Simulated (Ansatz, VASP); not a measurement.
## CsH in VASP and in Ansatz

```
CELL_PARAMETERS angstrom
3.63860 0.00000 0.00000
0.00000 3.63860 0.00000
0.00000 0.00000 3.63860
ATOMIC_POSITIONS crystal
Cs 0.00000 0.00000 0.00000
H 0.50000 0.50000 0.50000
```

Alike in both runs: task relaxation of cell and atoms; functional LDA; k mesh 8 × 8 × 8; occupations gaussian, width 0.02 eV; no spin polarisation.

|  | VASP | Ansatz |
| --- | --- | --- |
| version | VASP 6.6.1 | Ansatz 0.2.0 |
| potentials or method | VASP PAW LDA potentials, release 64 (Cs_sv, H), cutoff 600 eV | scalar-relativistic, plane waves, PAW |
| valence electrons in the cell | 10 | 10 |

```tsv
	VASP	Ansatz	Ansatz less VASP
gap on the k mesh at the Fermi level, each at its own relaxed structure (eV)	2.36	2.42	+0.062
relaxed volume (Å³/atom)	24.28	24.09	-0.190
relaxed length of the cell vector where the two differ most in proportion (Å)	3.648	3.639	-0.0095
```

LDA's correlation is that of Perdew and Zunger in VASP and of Perdew and Wang (1992) in Ansatz.

Spin-orbit coupling is off throughout.
